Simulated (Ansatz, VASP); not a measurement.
## One calculation of Ru, two programs

```xyz
2
Lattice="2.6539 0.0000 0.0000 -1.3270 2.2984 0.0000 0.0000 0.0000 4.2524" Properties=species:S:1:pos:R:3 pbc="T T T"
Ru    0.0000    1.5783    1.0631
Ru    1.3270    0.7200    3.1893
```

Change from the starting cell: mode 5 frozen in at +0.047 Å, equal normal strain along x and y -0.0133.

Alike in both runs: task single point; functional PBEsol; k mesh 18 × 18 × 10; occupations gaussian, width 0.15 eV; no spin polarisation.

|  | VASP | Ansatz |
| --- | --- | --- |
| version | VASP 6.6.1 | Ansatz 0.2.0 |
| potentials or method | VASP PAW PBE potentials, release 64 (Ru_pv), cutoff 520 eV | scalar-relativistic, plane waves, PAW |
| valence electrons in the cell | 28 | 32 |

VASP gave:

| Property | Result |
| --- | --- |
| gap on the k mesh at the Fermi level (eV) | none |
| pressure (GPa) | 10.2 |
| traceless stress, the component that is largest in VASP (GPa) | 3.86 |
| rms of the force components (eV/Å) | 0.412 |

Problem. Which values does Ansatz return?

Solution. gap on the k mesh at the Fermi level (eV): none; pressure (GPa): 10.3; traceless stress, the component that is largest in VASP (GPa): 3.86; rms of the force components (eV/Å): 0.412.

VASP's potentials were made for PBE, not for PBEsol, and Ansatz warns of the same on its side. Atom by atom the forces differ by 0.000 eV/Å (rms over components). A gap of «none» marks a metal or a gap that the smearing closes. VASP's potentials hold 28 valence electrons a cell and Ansatz's 32, so a difference there can come from the potentials and not from the codes.
